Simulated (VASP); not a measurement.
# TaN (P6_3/mmc) in VASP: a series of runs, part 2 of 4

VASP 6.6.1. The steps go on from the part before.

## 3. Electric field gradients, PBE (zz strain of +2 %)

Contents of INCAR:

```
SYSTEM = TaN
PREC     = Accurate       ! precision mode
ENCUT    = 520            ! plane-wave cutoff, eV
EDIFF    = 1E-8           ! SCF threshold, eV
ISMEAR   = -1             ! smearing method
SIGMA    = 0.01           ! smearing width, eV
LREAL    = .False.        ! projectors in reciprocal space
LASPH    = .True.         ! aspherical terms in the spheres
NELM     = 120            ! most SCF steps
ALGO     = Normal         ! electronic algorithm
ISIF     = 2              ! what is computed and relaxed
LWAVE    = .False.        ! write WAVECAR
LCHARG   = .False.        ! write CHGCAR
GGA      = PE             ! functional
LEFG     = .True.       
NBANDS   = 24             ! bands
GGA_COMPAT= .False.
```

Contents of KPOINTS:

```
Automatic mesh
0
Gamma
  9 9 5
  0 0 0
```

Contents of POSCAR:

```
TaN
1.0
    3.0480019786      0.0000000000      0.0000000000
   -1.5240009893      2.6396471442      0.0000000000
    0.0000000000      0.0000000000      5.0163600000
Ta N
2 2
Direct
    0.0000000000      0.0000000000      0.0000000000
    0.0000000000      0.0000000000      0.5000000000
    0.3333333333      0.6666666667      0.2500000000
    0.6666666667      0.3333333333      0.7500000000
```

Potentials or basis: VASP PAW PBE potentials, release 64 (Ta_pv, N).

Launch:

```console
> cat potpaw_PBE.64/Ta_pv/POTCAR potpaw_PBE.64/N/POTCAR > POTCAR
> mpirun -np 1 vasp_std > vasp.out
```

OUTCAR:

```text
SYSTEM = TaN
   PREC = Accurate
   ENCUT = 520
   EDIFF = 1E-8
   ISMEAR = -1
   LREAL = .False.
   LASPH = .True.
   NELM = 120
   ISIF = 2
   GGA = PE

 ion  position               nearest neighbor table
   1  0.000  0.000  0.000-   3 2.16   4 2.16   3 2.16   4 2.16   4 2.16   3 2.16   2 2.51   2 2.51

   2  0.000  0.000  0.500-   3 2.16   4 2.16   3 2.16   4 2.16   4 2.16   3 2.16   1 2.51   1 2.51

   3  0.333  0.667  0.250-   1 2.16   2 2.16   1 2.16   2 2.16   1 2.16   2 2.16
   4  0.667  0.333  0.750-   1 2.16   2 2.16   1 2.16   2 2.16   1 2.16   2 2.16

  LATTYP: Found a hexagonal cell.
 ALAT       =     3.0480019786
 C/A-ratio  =     1.6457863332

  Lattice vectors:

 A1 = (   3.0480019786,   0.0000000000,   0.0000000000)
 A2 = (  -1.5240009893,   2.6396471442,   0.0000000000)
 A3 = (   0.0000000000,   0.0000000000,   5.0163600000)

Analysis of symmetry for initial positions (statically):
=====================================================================
 Subroutine PRICEL returns:
 Original cell was already a primitive cell.

 Routine SETGRP: Setting up the symmetry group for a
 hexagonal supercell.

 Subroutine GETGRP returns: Found 24 space group operations
 (whereof 12 operations were pure point group operations)
 out of a pool of 24 trial point group operations.

The static configuration has the point symmetry D_3d.
 The point group associated with its full space group is D_6h.

Analysis of symmetry for dynamics (positions and initial velocities):
=====================================================================
 Subroutine PRICEL returns:
 Original cell was already a primitive cell.

 Routine SETGRP: Setting up the symmetry group for a
 hexagonal supercell.

 Subroutine GETGRP returns: Found 24 space group operations
 (whereof 12 operations were pure point group operations)
 out of a pool of 24 trial point group operations.

The dynamic configuration has the point symmetry D_3d.
 The point group associated with its full space group is D_6h.

 Subroutine INISYM returns: Found 24 space group operations
 (whereof 12 operations are pure point group operations),
 and found     1 'primitive' translations

----------------------------------------------------------------------------------------

                                     Primitive cell

  volume of cell :      40.3599

  direct lattice vectors                    reciprocal lattice vectors
     3.048001979  0.000000000  0.000000000     0.328083777  0.189419257  0.000000000
    -1.524000989  2.639647144  0.000000000     0.000000000  0.378838513  0.000000000
     0.000000000  0.000000000  5.016360000     0.000000000  0.000000000  0.199347734

  length of vectors
[... 87 lines left out ...]
   LREAL  =      F    real-space projection
   EDIFFG = 0.1E-06   stopping-criterion for IOM
   NSW    =      0    number of steps for IOM
   IBRION =     -1    ionic relax: 0-MD 1-quasi-New 2-CG
   NFREE  =      0    steps in history (QN), initial steepest desc. (CG)
   ISIF   =      2    stress and relaxation
   ISYM   =      2    0-nonsym 1-usesym 2-fastsym
   POTIM  = 0.5000    time-step for ionic-motion
   TEBEG  =    0.0;   TEEND  =   0.0 temperature during run
   PSTRESS=    0.0 pullay stress
   NELECT =      32.0000    total number of electrons
   NUPDOWN=      -1.0000    fix difference up-down
   EMIN   =  10.00;   EMAX   =-10.00  energy-range for DOS
   EFERMI =   0.00;   METHOD = LEGACY
   ISMEAR =    -1;   SIGMA  =   0.01  broadening in eV -4-tet -1-fermi 0-gaus
   EFERMI_NEDOS =   21; number of points for ismear=-14 and -15
   IALGO  =     38    algorithm
   IMIX   =      4    mixing-type and parameters
     AMIX     =   0.40;   BMIX     =  1.00
     AMIX_MAG =   1.60;   BMIX_MAG =  1.00
  volume/ion in A,a.u.               =      10.09        68.09
  Fermi-wavevector in a.u.,A,eV,Ry     =   1.515217  2.863345 31.237386  2.295883
  Thomas-Fermi vector in A             =   2.624771
   LORBIT       =      0    0 simple, 1 ext, 2 COOP (PROOUT), +10 PAW based schemes
   GGA     = PE    functional components
   LHFCALC =     F    Hartree Fock is set to
   AEXX    =    0.0000 exact exchange contribution
   IVDW    =     0    specifies the selected vdW correction
   LEPSILON=     F    determine dielectric tensor
   LRPA    =     F    only Hartree local field effects (RPA)
 non-spin polarized calculation
  energy-cutoff  :      520.00
  volume of cell :       40.36
 maximum number of plane-waves:      1105
 NGX is ok and might be reduce to    24
   NGX = 11   NGY = 11   NGZ = 19

 number of electron      32.0000002 magnetization

 Free energy of the ion-electron system (eV)
  ---------------------------------------------------
  ext. energy  EPLUGINS =         0.00000000
  ---------------------------------------------------
  free energy    TOTEN  =       -41.83971964 eV

  energy without entropy =      -41.83878324  energy(sigma->0) =      -41.83925144

 E-fermi :   9.6211     XC(G=0): -13.6449

 val. band max:        9.6165304524   @ k =   0.2222   0.2222   0.4000
 cond. band min:       9.6382723734   @ k =   0.3333   0.2222   0.2000
 fundamental gap:      0.0217419210
 Fermi energy:         9.6211045951

 k-point     1 :       0.0000    0.0000    0.0000
  band No.  band energies     occupation
      1     -27.2851      2.00000
      2     -25.6486      2.00000
      3     -25.6486      2.00000
      4     -25.3346      2.00000
      5     -25.3346      2.00000
      6     -24.6531      2.00000
[... 637 lines left out ...]
     23      16.9441      0.00000
     24      16.9441      0.00000

 [... further k-points ...]
[... 5 lines left out ...]
  --------------------------------------------------------------------------------------
  -------------------------------------------------------------------------------------
  Total        5.3193179      5.3193179     25.7892753     -0.0000000     -0.0000000      0.0000000
  in kB      211.1624590    211.1624590   1023.7641172     -0.0000000     -0.0000000      0.0000000
  external PRESSURE =     482.0296784 kB  Pullay stress =       0.0000000 kB

 VOLUME and BASIS-vectors are now :
 -----------------------------------------------------------------------------
  energy-cutoff  :      520.00
  volume of cell :       40.36
      direct lattice vectors                 reciprocal lattice vectors
     3.048001979  0.000000000  0.000000000     0.328083777  0.189419257  0.000000000
    -1.524000989  2.639647144  0.000000000     0.000000000  0.378838513  0.000000000
     0.000000000  0.000000000  5.016360000     0.000000000  0.000000000  0.199347734

 POSITION                                       TOTAL-FORCE (eV/Angst)
 -----------------------------------------------------------------------------------
      0.00000      0.00000      0.00000        -0.000000      0.000000      0.000000
      0.00000      0.00000      2.50818        -0.000000      0.000000      0.000000
     -0.00000      1.75976      1.25409        -0.000000      0.000000     -0.000000
      1.52400      0.87988      3.76227         0.000000      0.000000      0.000000
 -----------------------------------------------------------------------------------
    total drift:                               -0.000000      0.000000      0.000000

  FREE ENERGIE OF THE ION-ELECTRON SYSTEM (eV)
  ---------------------------------------------------
  free  energy   TOTEN  =       -41.8397196357 eV

  energy  without entropy=      -41.8387832434  energy(sigma->0) =      -41.83925144

 Electric field gradients (V/A^2)
---------------------------------------------------------------------
 ion       V_xx      V_yy      V_zz      V_xy      V_xz      V_yz
---------------------------------------------------------------------
   1      93.906    93.906  -187.812    -0.000    -0.000     0.000
   2      93.906    93.906  -187.812    -0.000     0.000    -0.000
   3      -1.585    -1.585     3.170     0.001     0.000     0.000
   4      -1.585    -1.585     3.170     0.001     0.000     0.000
---------------------------------------------------------------------

 Electric field gradients after diagonalization (V/A^2)
 (convention: |V_zz| > |V_xx| > |V_yy|)
----------------------------------------------------------------------
 ion       V_xx      V_yy      V_zz     asymmetry (V_yy - V_xx)/ V_zz
----------------------------------------------------------------------
   1      93.906    93.905  -187.812       0.000
   2      93.906    93.905  -187.812       0.000
   3      -1.586    -1.584     3.170       0.000
   4      -1.586    -1.584     3.170       0.000
----------------------------------------------------------------------

           NMR quadrupolar parameters

 Cq : quadrupolar parameter    Cq=e*Q*V_zz/h
 eta: asymmetry parameters     (V_yy - V_xx)/ V_zz
 Q  : nuclear electric quadrupole moment in mb (millibarn)
----------------------------------------------------------------------
 ion       Cq(MHz)       eta       Q (mb)
----------------------------------------------------------------------
   1      -0.454       0.000       1.000
   2      -0.454       0.000       1.000
   3       0.008       0.000       1.000
   4       0.008       0.000       1.000
----------------------------------------------------------------------
```

Wall time 16 s (1 thread of Intel Xeon Platinum 8559C (Emerald Rapids), shared host); peak memory 0.18 GiB.

What came out:

```
Free energy            : -41.8397 eV
Pressure               : 48.2 GPa
Band gap on the k mesh : zero (band 16 reaches 10.15 eV, above the bottom of band 17 at 8.06 eV)
```

Stress tensor (GPa, compression positive):
```
 21.12   0.00   0.00
  0.00  21.12   0.00
  0.00   0.00 102.38
```

Electric field gradients, principal values (V/Å²):
```
atom   least  middle  greatest (by size)
1 Ta  93.905  93.906            -187.812
2 Ta  93.905  93.906            -187.812
 3 N  -1.584  -1.586               3.170
 4 N  -1.584  -1.586               3.170
```

Caveat: the cell differs from its parent crystal (zz strain of +2 %); without QUAD_EFG the Cq values of the log hold for a quadrupole moment of 1 mb, not for the nuclei; spin-orbit coupling is left out, which moves the levels of the heavy elements.

(Part 2 of 4 ends here.)
